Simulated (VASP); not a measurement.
Input of a VASP 6.6.1 run:

File INCAR:

```
SYSTEM = Ru
  PREC = Accurate
  ENCUT = 520
  EDIFF = 1E-7
  ISMEAR = -1
  SIGMA = 0.06122561905347299
  LREAL = .FALSE.
  LASPH = .TRUE.
  NELM = 60
  ALGO = Normal
  ISIF = 2
  LWAVE = .FALSE.
  LCHARG = .TRUE.
  GGA = PE
  LELF = .TRUE.
  LVHAR = .TRUE.
  NBANDS = 21
```

The input KPOINTS:

```
regular mesh
0
G
  34 34 34
  0 0 0
```

The input POSCAR:

```
Ru
1.0
    0.0000000000      2.6913655583      2.6913655583
    2.6913655583      0.0000000000      2.6913655583
    2.6913655583      2.6913655583      0.0000000000
Ru
2
Direct
    0.0000000000      0.0000000000      0.0000000000
    0.2500000000      0.2500000000      0.2500000000
```

Potentials or basis: VASP PAW PBE potentials, release 64 (Ru_pv).

Run with:

```sh
$ cat potpaw_PBE.64/Ru_pv/POTCAR > POTCAR
$ mpirun -np 1 vasp_std > vasp.out
```

Estimate the pressure.

7.5 GPa.

Estimate the band gap on the k mesh.

zero (bands 14 and 15 overlap by 1.02 eV).

Caveat: the cell stands under pressure.
